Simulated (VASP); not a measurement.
A run of VASP 6.6.1 is set up as follows.

Contents of POSCAR:

```
Ti
1.0
    2.6283063296      0.0000000000      0.0000000000
    0.0000000000      2.6283063296      0.0000000000
    0.0000000000      0.0000000000      2.6283063296
Ti
1
Direct
    0.0000000000      0.0000000000      0.0000000000
```

The input INCAR.step1:

```
ALGO     = Normal         # electronic algorithm
EDIFF    = 1E-4           # SCF threshold, eV
ENCUT    = 520            # plane-wave cutoff, eV
GGA      = PE             # functional
ISMEAR   = -1             # smearing method
LASPH    = True           # aspherical terms in the spheres
LCHARG   = False          # write CHGCAR
LREAL    = False          # projectors in reciprocal space
LWAVE    = True           # write WAVECAR
NBANDS   = 12             # bands
NELM     = 100            # most SCF steps
PREC     = Accurate       # precision mode
SIGMA    = 0.1            # smearing width, eV
```

The input INCAR.step2:

```
ALGO     = Normal         # electronic algorithm
EDIFF    = 1E-6           # SCF threshold, eV
ENCUT    = 520            # plane-wave cutoff, eV
ISIF     = 2              # what is computed and relaxed
ISMEAR   = -1             # smearing method
ISTART   = 1            
LASPH    = True           # aspherical terms in the spheres
LCHARG   = False          # write CHGCAR
LMIXTAU  = True         
LREAL    = False          # projectors in reciprocal space
LWAVE    = False          # write WAVECAR
METAGGA  = R2SCAN         # meta-GGA
NBANDS   = 12             # bands
NELM     = 100            # most SCF steps
PREC     = Accurate       # precision mode
SIGMA    = 0.1            # smearing width, eV
```

File KPOINTS:

```
k-points
0
Gamma
  17 17 17
```

Potentials or basis: VASP PAW PBE potentials, release 64 (Ti_sv).

The run is started by

```bash
$ cat potpaw_PBE.64/Ti_sv/POTCAR > POTCAR
$ cp INCAR.step1 INCAR
$ mpirun -np 1 vasp_std > vasp.out
$ cp INCAR.step2 INCAR
$ mpirun -np 1 vasp_std > vasp.out
```

Q: Predict the pressure.

A: 0.3 GPa.

Q: What does it give for the band gap on the k mesh?

A: Zero (bands 6 and 7 overlap by 2.33 eV).

Caveat: the PAW data sets were made with another functional, which shifts forces and pressure a little.
